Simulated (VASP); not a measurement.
# Sb (Pm-3m) in VASP: further runs

Sb is run at these levels: PBE; tasks: relaxation of cell and atoms, single point.

Program: VASP 6.6.1. These are calculated values, not measurements. Logs are shortened: lines on timing, memory, paths and dates and some standing lists are left out, and cuts for length are marked.

### 1 The cell of the first run

The structure is cubic, space group Pm-3m (No. 221). Conventional cell: a = 3.160 Å, b = 3.160 Å, c = 3.160 Å, α = 90.00°, β = 90.00°, γ = 90.00°. Sb (site symmetry m-3m) has 6 Sb at 3.16 Å within 4.2 Å.

### 2 Relaxation of cell and atoms, PBE, non-collinear spin, zero start, spin-orbit coupling

INCAR

```
SYSTEM = Sb
PREC = Accurate
ENCUT = 600
EDIFF = 1E-6
ISMEAR = -5
SIGMA = 0.1
LREAL = .FALSE.
LASPH = .TRUE.
NELM = 150
ALGO = Normal
ISIF = 3
LWAVE = .FALSE.
LCHARG = .FALSE.
LNONCOLLINEAR = .TRUE.
MAGMOM = 0 0 0
LORBIT = 11
LSORBIT = .TRUE.
GGA_COMPAT = .FALSE.
LORBMOM = .TRUE.
GGA = PE
IBRION = 2
NSW = 100
EDIFFG = -0.005
```

KPOINTS

```
Automatic mesh
0
G
  14 14 14
  0 0 0
```

POSCAR

```
Sb
1.0
    3.1600000000      0.0000000000      0.0000000000
    0.0000000000      3.1600000000      0.0000000000
    0.0000000000      0.0000000000      3.1600000000
Sb
1
Direct
    0.0000000000      0.0000000000      0.0000000000
```

Potentials or basis: VASP PAW PBE potentials, release 64 (Sb).

Run with:

```sh
> cat potpaw_PBE.64/Sb/POTCAR > POTCAR
> mpirun -np 1 vasp_ncl > vasp.out
```

OUTCAR:

```text
SYSTEM = Sb
   PREC = Accurate
   ENCUT = 600
   EDIFF = 1E-6
   ISMEAR = -5
   LREAL = .FALSE.
   LASPH = .TRUE.
   NELM = 150
   ISIF = 3
   LNONCOLLINEAR = .TRUE.
   LORBIT = 11
   LSORBIT = .TRUE.
   GGA = PE
   IBRION = 2
   NSW = 100
   EDIFFG = -0.005

 ion  position               nearest neighbor table
   1  0.000  0.000  0.000-

  LATTYP: Found a simple cubic cell.
 ALAT       =     3.1600000000

  Lattice vectors:

 A1 = (   3.1600000000,   0.0000000000,   0.0000000000)
 A2 = (   0.0000000000,   3.1600000000,   0.0000000000)
 A3 = (   0.0000000000,   0.0000000000,   3.1600000000)

Analysis of symmetry for initial positions (statically):
=====================================================================
 Subroutine PRICEL returns:
 Original cell was already a primitive cell.

 Routine SETGRP: Setting up the symmetry group for a
 simple cubic supercell.

 Subroutine GETGRP returns: Found 48 space group operations
 (whereof 48 operations were pure point group operations)
 out of a pool of 48 trial point group operations.

The static configuration has the point symmetry O_h .

Analysis of symmetry for dynamics (positions and initial velocities):
=====================================================================
 Subroutine PRICEL returns:
 Original cell was already a primitive cell.

 Routine SETGRP: Setting up the symmetry group for a
 simple cubic supercell.

 Subroutine GETGRP returns: Found 48 space group operations
 (whereof 48 operations were pure point group operations)
 out of a pool of 48 trial point group operations.

The dynamic configuration has the point symmetry O_h .

Analysis of structural, dynamic, and magnetic symmetry:
=====================================================================
 Subroutine PRICEL returns:
 Original cell was already a primitive cell.

 Routine SETGRP: Setting up the symmetry group for a
 simple cubic supercell.

 Subroutine GETGRP returns: Found 48 space group operations
 (whereof 48 operations were pure point group operations)
 out of a pool of 48 trial point group operations.

The overall configuration has the point symmetry O_h .

 Subroutine INISYM returns: Found 48 space group operations
 (whereof 48 operations are pure point group operations),
 and found     1 'primitive' translations

----------------------------------------------------------------------------------------

                                     Primitive cell

  volume of cell :      31.5545

  direct lattice vectors                    reciprocal lattice vectors
     3.160000000  0.000000000  0.000000000     0.316455696  0.000000000  0.000000000
     0.000000000  3.160000000  0.000000000     0.000000000  0.316455696  0.000000000
     0.000000000  0.000000000  3.160000000     0.000000000  0.000000000  0.316455696

  length of vectors
     3.160000000  3.160000000  3.160000000     0.316455696  0.316455696  0.316455696

  position of ions in fractional coordinates (direct lattice)
     0.000000000  0.000000000  0.000000000

  ion indices of the primitive-cell ions
   primitive index   ion index
                 1           1

----------------------------------------------------------------------------------------

 KPOINTS: Automatic mesh

Automatic generation of k-mesh.
 Grid dimensions read from file:
 generate k-points for:   14   14   14

 Generating k-lattice:

  Cartesian coordinates                     Fractional coordinates (reciprocal lattice)
     0.022603978  0.000000000  0.000000000     0.071428571  0.000000000  0.000000000
     0.000000000  0.022603978  0.000000000     0.000000000  0.071428571  0.000000000
     0.000000000  0.000000000  0.022603978     0.000000000  0.000000000  0.071428571

  Length of vectors
     0.022603978  0.022603978  0.022603978

  Shift w.r.t. Gamma in fractional coordinates (k-lattice)
[... 75 lines left out ...]
  volume/ion in A,a.u.               =      31.55       212.94
  Fermi-wavevector in a.u.,A,eV,Ry     =   0.885886  1.674081 10.677766  0.784794
  Thomas-Fermi vector in A             =   2.006979
   LORBIT       =     11    0 simple, 1 ext, 2 COOP (PROOUT), +10 PAW based schemes
   GGA     = PE    functional components
   LHFCALC =     F    Hartree Fock is set to
   AEXX    =    0.0000 exact exchange contribution
   IVDW    =     0    specifies the selected vdW correction
   LEPSILON=     F    determine dielectric tensor
   LRPA    =     F    only Hartree local field effects (RPA)
 conjugate gradient relaxation of ions
 Fermi weights with tetrahedron method with Bloechl corrections
  energy-cutoff  :      600.00
  volume of cell :       31.55
 maximum number of plane-waves:      2140
 NGX is ok and might be reduce to    28
   NGX = 13   NGY = 13   NGZ = 13

--------------------------------------- Ionic step        1  -------------------------------------------

 number of electron       5.0000000 magnetization      -0.0000000     -0.0000000     -0.0000000

 number of electron       5.0000000 magnetization       0.0000000      0.0000000      0.0000000

 Free energy of the ion-electron system (eV)
  ---------------------------------------------------
  ext. energy  EPLUGINS =         0.00000000
  ---------------------------------------------------
  free energy    TOTEN  =        -4.14976255 eV

  energy without entropy =       -4.14976255  energy(sigma->0) =       -4.14976255

------------------------ aborting loop because EDIFF is reached ----------------------------------------

  FORCE on cell =-STRESS in cart. coord.  units (eV):
  Direction    XX          YY          ZZ          XY          YZ          ZX
  --------------------------------------------------------------------------------------
  -------------------------------------------------------------------------------------
  Total       -0.4680594     -0.4680594     -0.4680594      0.0000000     -0.0000000      0.0000000
  in kB      -23.7656814    -23.7656814    -23.7656814      0.0000000     -0.0000000      0.0000000
  external PRESSURE =     -23.7656814 kB  Pullay stress =       0.0000000 kB
[... 100 lines left out ...]
 number of electron       5.0000000 magnetization       0.0000000      0.0000000      0.0000000

 number of electron       5.0000000 magnetization      -0.0000000      0.0000000      0.0000000

 Free energy of the ion-electron system (eV)
  ---------------------------------------------------
  ext. energy  EPLUGINS =         0.00000000
  ---------------------------------------------------
  free energy    TOTEN  =        -4.16065956 eV

  energy without entropy =       -4.16065956  energy(sigma->0) =       -4.16065956

 E-fermi :   7.0372     XC(G=0):  -9.5857

 val. band max:        7.0529997879   @ k =   0.5000   0.2857   0.2857
 cond. band min:       6.7958751352   @ k =   0.2143   0.2143   0.0000
 fundamental gap:     -0.2571246527
 Fermi energy:         7.0371885976

 k-point     1 :       0.0000    0.0000    0.0000
  band No.  band energies     occupation
      1      -5.2796      1.00000
      2      -5.2796      1.00000
      3       9.6866      0.00000
      4       9.6866      0.00000
      5      10.5766      0.00000
      6      10.5766      0.00000
      7      10.5766      0.00000
      8      10.5766      0.00000
      9      13.9500      0.00000
     10      13.9500      0.00000
     11      13.9500      0.00000
     12      13.9500      0.00000
[... 331 lines left out ...]
 k-point    24 :       0.3571    0.2143    0.0000
  band No.  band energies     occupation
      1      -2.9620      1.00000
      2      -2.9620      1.00000
      3       3.5139      1.00000
      4       3.5139      1.00000
      5       7.4693      0.17275
      6       7.4693      0.17275
      7      12.3856      0.00000
      8      12.3856      0.00000
      9      14.1093      0.00000
     10      14.1093      0.00000
     11      16.5224      0.00000
     12      16.5224      0.00000

 [... further k-points ...]

------------------------ aborting loop because EDIFF is reached ----------------------------------------

  FORCE on cell =-STRESS in cart. coord.  units (eV):
  Direction    XX          YY          ZZ          XY          YZ          ZX
  --------------------------------------------------------------------------------------
  -------------------------------------------------------------------------------------
  Total       -0.0013882     -0.0013882     -0.0013882      0.0000000     -0.0000000      0.0000000
  in kB       -0.0739862     -0.0739862     -0.0739862      0.0000000     -0.0000000      0.0000000
  external PRESSURE =      -0.0739862 kB  Pullay stress =       0.0000000 kB
[... 16 lines left out ...]
  FREE ENERGIE OF THE ION-ELECTRON SYSTEM (eV)
  ---------------------------------------------------
  free  energy   TOTEN  =        -4.1606595593 eV

  energy  without entropy=       -4.1606595593  energy(sigma->0) =       -4.16065956

 reached required accuracy - stopping structural energy minimisation

 orbital moment (x)

 # of ion     p       d       tot
 ----------------------------------------
  1         0.000  -0.000  -0.000
 ----------------------------------------
            0.000  -0.000  -0.000

 orbital moment (y)

 # of ion     p       d       tot
 ----------------------------------------
  1        -0.000   0.000  -0.000
 ----------------------------------------
           -0.000   0.000  -0.000

 orbital moment (z)

 # of ion     p       d       tot
 ----------------------------------------
  1         0.000   0.000   0.000
 ----------------------------------------
            0.000   0.000   0.000

 Spin-Orbit-Coupling matrix elements

 Ion:    1  E_soc:     -0.1413371
 l=   1
     0.0000000    -0.0234561    -0.0234561
    -0.0234561     0.0000000    -0.0234561
    -0.0234561    -0.0234561     0.0000000
 l=   2
     0.0000000    -0.0000153     0.0000000    -0.0000153    -0.0000848
    -0.0000153     0.0000000    -0.0000636    -0.0000153    -0.0000212
     0.0000000    -0.0000636     0.0000000    -0.0000636     0.0000000
    -0.0000153    -0.0000153    -0.0000636     0.0000000    -0.0000212
    -0.0000848    -0.0000212     0.0000000    -0.0000212     0.0000000
 l=   3
     0.0000000     0.0000000     0.0000000     0.0000000     0.0000000     0.0000000     0.0000000
     0.0000000     0.0000000     0.0000000     0.0000000     0.0000000     0.0000000     0.0000000
     0.0000000     0.0000000     0.0000000     0.0000000     0.0000000     0.0000000     0.0000000
     0.0000000     0.0000000     0.0000000     0.0000000     0.0000000     0.0000000     0.0000000
     0.0000000     0.0000000     0.0000000     0.0000000     0.0000000     0.0000000     0.0000000
     0.0000000     0.0000000     0.0000000     0.0000000     0.0000000     0.0000000     0.0000000
     0.0000000     0.0000000     0.0000000     0.0000000     0.0000000     0.0000000     0.0000000

 total charge

# of ion       s       p       d       tot
------------------------------------------
    1        1.212   1.121   0.035   2.368

 magnetization (x)

# of ion       s       p       d       tot
------------------------------------------
    1        0.000   0.000   0.000   0.000

 magnetization (y)

# of ion       s       p       d       tot
------------------------------------------
    1        0.000  -0.000  -0.000  -0.000

 magnetization (z)

# of ion       s       p       d       tot
------------------------------------------
    1        0.000   0.000  -0.000  -0.000
```

It took 2.7 min on 1 thread of Intel Xeon 6975P-C (Granite Rapids), shared host; peak memory 0.3 GiB.

What came out:

```yaml
Free_energy: -4.1607 eV
Relaxed_volume: 30.06 Å³/atom
Relaxed_cell: a = 3.109 Å, b = 3.109 Å, c = 3.109 Å, α = 90.00°, β = 90.00°, γ = 90.00°
Space_group_after_relaxing_to_0.05_Å: Pm-3m (No. 221)
Energy_gained_by_relaxing: 10.9 meV/atom
Ionic_steps: 4
Pressure_after_relaxing: 0.0 GPa
Net_moment: 0.00 μB per cell
Valence_electrons_inside_the_program's_atomic_spheres: Sb 2.37
```

Step by step:
```
step  energy change (eV)  largest force (eV/Å)  pressure (GPa)  volume (Å³)
   1              0.0000                0.0000           -2.38        31.55
   2             -0.0083                0.0000            1.14        29.46
   3             -0.0109                0.0000           -0.12        30.13
   4             -0.0109                0.0000           -0.01        30.06
```

Final structure:
```cif
data_structure
_symmetry_space_group_name_H-M 'P 1'
_symmetry_Int_Tables_number 1
_cell_length_a 3.1094
_cell_length_b 3.1094
_cell_length_c 3.1094
_cell_angle_alpha 90.000
_cell_angle_beta 90.000
_cell_angle_gamma 90.000
_cell_volume 30.06
loop_
_atom_site_label
_atom_site_type_symbol
_atom_site_fract_x
_atom_site_fract_y
_atom_site_fract_z
_atom_site_occupancy
Sb1 Sb 0.00000 0.00000 0.00000 1
```

Moments on the atoms (μB; x, y, z):
```
Sb  0.00 0.00 0.00
```

### 3 Single point, PBE (volume scaled by 0.88)

INCAR

```
  ALGO = Normal
  EDIFF = 1E-6
  ENCUT = 520
  GGA = PE
  ISIF = 2
  ISMEAR = 0
  LASPH = True
  LCHARG = False
  LREAL = False
  LWAVE = False
  NBANDS = 8
  NELM = 80
  PREC = Accurate
  SIGMA = 0.1
```

KPOINTS

```
k-points
0
Gamma
  14 14 14
```

POSCAR

```
Sb
1.0
    2.9807051659      0.0000000000      0.0000000000
    0.0000000000      2.9807051659      0.0000000000
    0.0000000000      0.0000000000      2.9807051659
Sb
1
Direct
    0.0000000000      0.0000000000      0.0000000000
```

Potentials or basis: VASP PAW PBE potentials, release 64 (Sb).

Run with:

```sh
> cat potpaw_PBE.64/Sb/POTCAR > POTCAR
> mpirun -np 1 vasp_std > vasp.out
```

Wall time 13 s (1 thread of Intel Xeon Platinum 8375C at 2.90GHz (Ice Lake), shared host); peak memory 0.15 GiB.

Results (log left out):

```yaml
Free_energy: -4.0048 eV
Pressure: 9.2 GPa
```

Levels at points of the mesh, in eV from the Fermi level:
```tsv
k point	band 1	band 2	band 3	band 4	band 5	band 6	band 7
(0.00, 0.00, 0.00)	-13.35	3.58	3.58	3.58	7.06	7.06	9.03
(0.50, 0.00, 0.00)	-10.47	-6.43	6.02	6.02	9.37	10.91	11.52
(0.50, 0.50, 0.00)	-7.35	-4.08	-4.08	1.73	8.59	13.60	13.60
(0.50, 0.50, 0.50)	-3.75	-1.85	-1.85	-1.85	4.67	4.67	4.67
```

Caveat: the cell differs from its parent crystal (volume scaled by 0.88); spin-orbit coupling is left out, which moves the levels of the heavy elements.

(Continued in part 2 of 2.)
